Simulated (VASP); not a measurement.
# Be2SbP3 (P-3m1) in VASP: a series of runs, part 2 of 2

VASP 6.6.1.

**3. Single point, PBE**

This run uses another cell than the first one, of 17.57 Å³/atom.

The input, INCAR:

```
PREC     = Accurate       # precision mode
ENCUT    = 520            # plane-wave cutoff, eV
EDIFF    = 1E-7           # SCF threshold, eV
ISMEAR   = 0              # smearing method
SIGMA    = 0.1            # smearing width, eV
LREAL    = False          # projectors in reciprocal space
LASPH    = True           # aspherical terms in the spheres
NELM     = 60             # most SCF steps
ALGO     = Fast           # electronic algorithm
ISIF     = 2              # what is computed and relaxed
LWAVE    = False          # write WAVECAR
LCHARG   = True           # write CHGCAR
GGA      = PE             # functional
LELF     = True           # ELF
LVHAR    = True         
NBANDS   = 36             # bands
```

The input, KPOINTS:

```
Automatic mesh
0
Gamma
  6 6 8
```

The input, POSCAR:

```
Be2SbP3
1.0
    6.7390906502      0.0000000000      0.0000000000
   -3.3695453251      5.8362237014      0.0000000000
    0.0000000000      0.0000000000      5.3597712596
Be Sb P
4 2 6
Direct
    0.0000000000      0.0000000000      0.0000000000
    0.0000000000      0.5000000000      0.0000000000
    0.5000000000      0.0000000000      0.0000000000
    0.5000000000      0.5000000000      0.0000000000
    0.6666666667      0.3333333333      0.5612052140
    0.3333333333      0.6666666667      0.4387947860
    0.8234466316      0.1765533684      0.1956993347
    0.8234466316      0.6468932632      0.1956993347
    0.3531067368      0.1765533684      0.1956993347
    0.6468932632      0.8234466316      0.8043006653
    0.1765533684      0.8234466316      0.8043006653
    0.1765533684      0.3531067368      0.8043006653
```

Potentials or basis: VASP PAW PBE potentials, release 64 (Be, Sb, P).

Command:

```sh
cat potpaw_PBE.64/Be/POTCAR potpaw_PBE.64/Sb/POTCAR potpaw_PBE.64/P/POTCAR > POTCAR
mpirun -np 1 vasp_std > vasp.out
```

OUTCAR:

```text
PREC = Accurate
   ENCUT = 520
   EDIFF = 1E-7
   ISMEAR = 0
   LREAL = False
   LASPH = True
   NELM = 60
   ISIF = 2
   GGA = PE

 ion  position               nearest neighbor table
   1  0.000  0.000  0.000-   8 2.31  12 2.31   9 2.31  10 2.31  11 2.31   7 2.31
   2  0.000  0.500  0.000-   7 2.16  11 2.16   8 2.16  12 2.16   5 3.05   6 3.05
   3  0.500  0.000  0.000-   9 2.16  10 2.16   7 2.16  11 2.16   5 3.05   6 3.05
   4  0.500  0.500  0.000-   9 2.16  10 2.16   8 2.16  12 2.16   5 3.05   6 3.05
   5  0.667  0.333  0.561-   7 2.68   8 2.68   9 2.68   3 3.05   2 3.05   4 3.05
   6  0.333  0.667  0.439-  11 2.68  12 2.68  10 2.68   3 3.05   2 3.05   4 3.05
   7  0.823  0.177  0.196-   2 2.16   3 2.16   1 2.31   5 2.68  10 2.94  12 2.94
   8  0.823  0.647  0.196-   2 2.16   4 2.16   1 2.31   5 2.68  10 2.94  11 2.94
   9  0.353  0.177  0.196-   4 2.16   3 2.16   1 2.31   5 2.68  11 2.94  12 2.94
  10  0.647  0.823  0.804-   4 2.16   3 2.16   1 2.31   6 2.68   7 2.94   8 2.94
  11  0.177  0.823  0.804-   2 2.16   3 2.16   1 2.31   6 2.68   9 2.94   8 2.94
  12  0.177  0.353  0.804-   2 2.16   4 2.16   1 2.31   6 2.68   7 2.94   9 2.94

  LATTYP: Found a hexagonal cell.
[... 214 lines left out ...]
      2      -5.1084      2.00000
      3      -4.5312      2.00000
      4      -4.5312      2.00000
      5      -3.3875      2.00000
      6      -3.3875      2.00000
[... 925 lines left out ...]
     35      11.0284      0.00000
     36      11.2370      0.00000

 [... further k-points ...]
[... 5 lines left out ...]
  --------------------------------------------------------------------------------------
  -------------------------------------------------------------------------------------
  Total       -0.0506315     -0.0506315     -0.0561967      0.0000000      0.0000000      0.0000000
  in kB       -0.3848146     -0.3848146     -0.4271121      0.0000000      0.0000000      0.0000000
  external PRESSURE =      -0.3989138 kB  Pullay stress =       0.0000000 kB

 VOLUME and BASIS-vectors are now :
 -----------------------------------------------------------------------------
  energy-cutoff  :      520.00
  volume of cell :      210.80
      direct lattice vectors                 reciprocal lattice vectors
     6.739090650  0.000000000  0.000000000     0.148387973  0.085671836  0.000000000
    -3.369545325  5.836223701  0.000000000     0.000000000  0.171343672  0.000000000
     0.000000000  0.000000000  5.359771260     0.000000000  0.000000000  0.186575126

 POSITION                                       TOTAL-FORCE (eV/Angst)
 -----------------------------------------------------------------------------------
      0.00000      0.00000      0.00000        -0.000000      0.000000      0.000000
     -1.68477      2.91811      0.00000        -0.000000      0.000000      0.000000
      3.36955      0.00000      0.00000        -0.000000      0.000000      0.000000
      1.68477      2.91811      0.00000        -0.000000      0.000000      0.000000
      3.36955      1.94541      3.00793        -0.000000      0.000000      0.005945
     -0.00000      3.89082      2.35184        -0.000000      0.000000     -0.005945
      4.95438      1.03040      1.04890         0.001978     -0.001142     -0.001876
      3.36955      3.77541      1.04890        -0.000000      0.002284     -0.001876
      1.78471      1.03040      1.04890        -0.001978     -0.001142     -0.001876
      1.58483      4.80582      4.31087         0.001978      0.001142      0.001876
     -1.58483      4.80582      4.31087        -0.001978      0.001142      0.001876
      0.00000      2.06081      4.31087        -0.000000     -0.002284      0.001876
 -----------------------------------------------------------------------------------
    total drift:                               -0.000000      0.000000     -0.000000

  FREE ENERGIE OF THE ION-ELECTRON SYSTEM (eV)
  ---------------------------------------------------
  free  energy   TOTEN  =       -52.4407949826 eV

  energy  without entropy=      -52.4228594860  energy(sigma->0) =      -52.43182723
```

OSZICAR:

```text
N       E                     dE             d eps       ncg     rms          rms(c)
DAV:   1     0.179830242528E+03    0.17983E+03   -0.18503E+04  3168   0.112E+03
DAV:   2    -0.371572864965E+02   -0.21699E+03   -0.20379E+03  3868   0.183E+02
DAV:   3    -0.545519263913E+02   -0.17395E+02   -0.16626E+02  4264   0.574E+01
DAV:   4    -0.549651839616E+02   -0.41326E+00   -0.41017E+00  3928   0.926E+00
DAV:   5    -0.549757046496E+02   -0.10521E-01   -0.10508E-01  4100   0.155E+00    0.110E+01
RMM:   6    -0.525055384340E+02    0.24702E+01   -0.42723E+00  3232   0.498E+00    0.613E+00
RMM:   7    -0.524498675326E+02    0.55671E-01   -0.18582E+00  3495   0.344E+00    0.255E+00
RMM:   8    -0.524378086983E+02    0.12059E-01   -0.16897E-01  3672   0.188E+00    0.686E-01
RMM:   9    -0.524404427997E+02   -0.26341E-02   -0.46865E-02  4109   0.842E-01    0.197E-01
RMM:  10    -0.524406367894E+02   -0.19399E-03   -0.56134E-03  3778   0.375E-01    0.640E-02
RMM:  11    -0.524408259935E+02   -0.18920E-03   -0.14725E-03  3954   0.195E-01    0.442E-02
RMM:  12    -0.524407919828E+02    0.34011E-04   -0.40118E-04  4004   0.900E-02    0.341E-02
RMM:  13    -0.524407965171E+02   -0.45343E-05   -0.75154E-05  4098   0.404E-02    0.250E-02
RMM:  14    -0.524407938869E+02    0.26301E-05   -0.40966E-05  3804   0.237E-02    0.408E-03
RMM:  15    -0.524407947778E+02   -0.89090E-06   -0.71805E-06  4132   0.127E-02    0.367E-03
RMM:  16    -0.524407950130E+02   -0.23516E-06   -0.19150E-06  3650   0.579E-03    0.645E-04
RMM:  17    -0.524407949826E+02    0.30373E-07   -0.28280E-07  2678   0.217E-03
   1 F= -.52440795E+02 E0= -.52431827E+02  d E =-.179355E-01
```

stdout:

```text
POSCAR found type information on POSCAR BeSbP
 POSCAR found :  3 types and      12 ions
 scaLAPACK will be used
 LDA part: xc-table for (Slater+PW92), standard interpolation
 POSCAR, INCAR and KPOINTS ok, starting setup
 FFT: planning ... GRIDC
 FFT: planning ... GRID_SOFT
 FFT: planning ... GRID
 WAVECAR not read
 entering main loop
```

Run time: 8.4 min. Hardware: 1 thread of AMD EPYC 9755, shared host; peak memory 0.44 GiB.

What came out:

```
Free energy            : -52.4408 eV
Pressure               : 0.0 GPa
Largest force          : 0.006 eV/Å
Band gap on the k mesh : zero (bands 24 and 25 overlap by 1.45 eV)
```

Forces in eV/Å, atoms in the order of the input:
```
Be   0.000  0.000  0.000
Be   0.000  0.000  0.000
Be   0.000  0.000  0.000
Be   0.000  0.000  0.000
Sb   0.000  0.000  0.006
Sb   0.000  0.000 -0.006
P    0.002 -0.001 -0.002
P    0.000  0.002 -0.002
P   -0.002 -0.001 -0.002
P    0.002  0.001  0.002
P   -0.002  0.001  0.002
P    0.000 -0.002  0.002
```

Caveat: spin-orbit coupling is left out, which moves the levels of the heavy elements.
